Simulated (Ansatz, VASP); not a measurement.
## Two plane-wave programs on AlN

```
Al N
1.0
    -0.10683    1.99930    1.99930
     1.92808   -0.03561    1.92808
     2.03491    2.03491   -0.14244
Al N
1 1
Direct
  0.50000 0.50000 0.50000
  0.00000 0.00000 0.00000
```

Change from the starting cell: engineering shear strain xz -0.1050, engineering shear strain yz -0.0350.

Alike in both runs: task single point; functional PBE; k mesh 10 × 10 × 10; occupations gaussian, width 0.05 eV; no spin polarisation.

```csv
,VASP,Ansatz
version,VASP 6.6.1,Ansatz 0.2.0
potentials or method,"VASP PAW PBE potentials, release 64 (Al, N), cutoff 520 eV","scalar-relativistic, plane waves, PAW"
valence electrons in the cell,8,8
```

|  | VASP | Ansatz | Ansatz less VASP |
| --- | --- | --- | --- |
| gap on the k mesh at the Fermi level (eV) | 2.34 | 2.35 | +0.010 |
| least direct gap on the mesh (eV) | 4.21 | 4.20 | -0.009 |
| pressure (GPa) | 1.4 | 1.6 | +0.14 |
| traceless stress, the component that is largest in VASP (GPa) | 32.43 | 32.42 | -0.018 |

With one functional, cell and mesh, what is left measures potentials, basis and numerics.
